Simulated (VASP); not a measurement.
## SnO2: band structure with HSE06

SnO2:

```
CELL_PARAMETERS angstrom
4.73800 0.00000 0.00000
0.00000 4.73800 0.00000
0.00000 0.00000 3.18650
ATOMIC_POSITIONS crystal
Sn 0.50000 0.50000 0.50000
Sn 0.00000 0.00000 0.00000
O 0.80710 0.19290 0.50000
O 0.69290 0.69290 0.00000
O 0.19290 0.80710 0.50000
O 0.30710 0.30710 0.00000
```

```yaml
Program: VASP 6.6.1
Task: band structure
Functional: HSE06
Potentials_or_basis: VASP PAW PBE potentials, release 64 (Sn_d, O)
Cutoff: 520 eV
k_mesh: 4 × 4 × 6
Occupations: gaussian, width 0.02 eV
Spin: no spin polarisation
Grid_for_exact_exchange_PRECFOCK: Fast
Further_INCAR_settings: ALGO = Normal; EDIFF = 1e-07; NBANDS = 35
Share_of_exact_exchange: 0.25
Screening_parameter: 0.2 1/Å
```

The pressure is 2.6 GPa and the largest force is 0.199 eV/Å. The band gap on the k mesh is 3.05 eV and the band gap along the path is 3.05 eV.

Forces on the atoms (eV/Å):
```
Sn   0.000  0.000  0.000
Sn   0.000  0.000  0.000
O   -0.141  0.141  0.000
O    0.141  0.141  0.000
O    0.141 -0.141  0.000
O   -0.141 -0.141  0.000
```

Stress tensor (GPa, compression positive):
```
2.47 0.00 0.00
0.00 2.47 0.00
0.00 0.00 2.85
```

Levels at the corners of the path, in eV from the valence-band top:
| point | band 22 | band 23 | band 24 | band 25 | band 26 | band 27 | band 28 | band 29 | band 30 | band 31 |
| --- | --- | --- | --- | --- | --- | --- | --- | --- | --- | --- |
| Γ | -1.03 | -1.03 | -0.71 | -0.71 | 0.00 | 3.05 | 8.21 | 8.26 | 8.26 | 12.42 |
| X | -1.94 | -0.97 | -0.97 | -0.60 | -0.60 | 6.37 | 6.37 | 9.04 | 9.04 | 13.27 |
| X | -1.94 | -0.97 | -0.97 | -0.60 | -0.60 | 6.37 | 6.37 | 9.04 | 9.04 | 13.27 |
| M | -1.93 | -1.11 | -1.11 | -0.98 | -0.98 | 6.84 | 6.84 | 9.50 | 9.50 | 13.29 |
| M | -1.93 | -1.11 | -1.11 | -0.98 | -0.98 | 6.84 | 6.84 | 9.50 | 9.50 | 13.29 |
| Γ | -1.03 | -1.03 | -0.71 | -0.71 | 0.00 | 3.05 | 8.21 | 8.26 | 8.26 | 12.42 |
| Γ | -1.03 | -1.03 | -0.71 | -0.71 | 0.00 | 3.05 | 8.21 | 8.26 | 8.26 | 12.42 |
| Z | -2.46 | -1.77 | -1.77 | -1.36 | -1.36 | 8.41 | 8.41 | 11.87 | 11.87 | 12.98 |
| Z | -2.46 | -1.77 | -1.77 | -1.36 | -1.36 | 8.41 | 8.41 | 11.87 | 11.87 | 12.98 |
| R | -1.77 | -1.16 | -1.16 | -0.50 | -0.50 | 8.70 | 8.70 | 10.10 | 10.10 | 13.39 |
| R | -1.77 | -1.16 | -1.16 | -0.50 | -0.50 | 8.70 | 8.70 | 10.10 | 10.10 | 13.39 |
| A | -2.28 | -0.97 | -0.97 | -0.91 | -0.91 | 6.93 | 6.93 | 10.87 | 10.87 | 13.40 |
| A | -2.28 | -0.97 | -0.97 | -0.91 | -0.91 | 6.93 | 6.93 | 10.87 | 10.87 | 13.40 |
| Z | -2.46 | -1.77 | -1.77 | -1.36 | -1.36 | 8.41 | 8.41 | 11.87 | 11.87 | 12.98 |
| X | -1.94 | -0.97 | -0.97 | -0.60 | -0.60 | 6.37 | 6.37 | 9.04 | 9.04 | 13.27 |
| R | -1.77 | -1.16 | -1.16 | -0.50 | -0.50 | 8.70 | 8.70 | 10.10 | 10.10 | 13.39 |
| M | -1.93 | -1.11 | -1.11 | -0.98 | -0.98 | 6.84 | 6.84 | 9.50 | 9.50 | 13.29 |
| A | -2.28 | -0.97 | -0.97 | -0.91 | -0.91 | 6.93 | 6.93 | 10.87 | 10.87 | 13.40 |

Run time: 79 min on 4 MPI ranks on Intel(R) Xeon(R) 6975P-C (Granite Rapids), on a shared host, peak memory 0.44 GiB a rank.

Caveat: the PAW data sets were made with another functional, which shifts forces and pressure a little; spin-orbit coupling is left out, which moves the levels of the heavy elements.
